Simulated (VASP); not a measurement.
Input of a VASP 6.6.1 run:

Contents of INCAR:

```
ALGO = Normal
EDIFF = 1E-7
EDIFFG = -0.01
ENCUT = 600
GGA = PE
IBRION = 2
ISIF = 3
ISMEAR = 0
LASPH = True
LCHARG = False
LREAL = False
LWAVE = False
NELM = 60
NSW = 100
PREC = Accurate
SIGMA = 0.1
```

KPOINTS

```
k-points
0
Gamma
  16 16 16
```

File POSCAR:

```
BiTe
1.0
    0.0000000000      3.2349999000      3.2349999000
    3.2349999000      0.0000000000      3.2349999000
    3.2349999000      3.2349999000      0.0000000000
Bi Te
1 1
Direct
    0.0000000000      0.0000000000      0.0000000000
    0.5000000000      0.5000000000      0.5000000000
```

Potentials or basis: VASP PAW PBE potentials, release 64 (Bi_d, Te).

The run is started by

```sh
$ cat potpaw_PBE.64/Bi_d/POTCAR potpaw_PBE.64/Te/POTCAR > POTCAR
$ mpirun -np 1 vasp_std > vasp.out
```

Question: Estimate the band gap on the k mesh.

Answer: Zero (an odd number of electrons rules out a gap without spin polarisation).

Question: Predict the relaxed volume.

Answer: 34.36 Å³/atom.

Question: Estimate the relaxed cell.

Answer: a = 4.598 Å, b = 4.598 Å, c = 4.598 Å, α = 60.00°, β = 60.00°, γ = 60.00°.

Step by step:
```
step  energy change (eV)  largest force (eV/Å)  pressure (GPa)  volume (Å³)
   1              0.0000                0.0000            0.72        67.71
   2             -0.0017                0.0000           -0.33        69.21
   3             -0.0022                0.0000            0.00        68.72
```

Caveat: spin-orbit coupling is left out, which moves the levels of the heavy elements. Zero-point motion and thermal expansion aren't in these numbers.
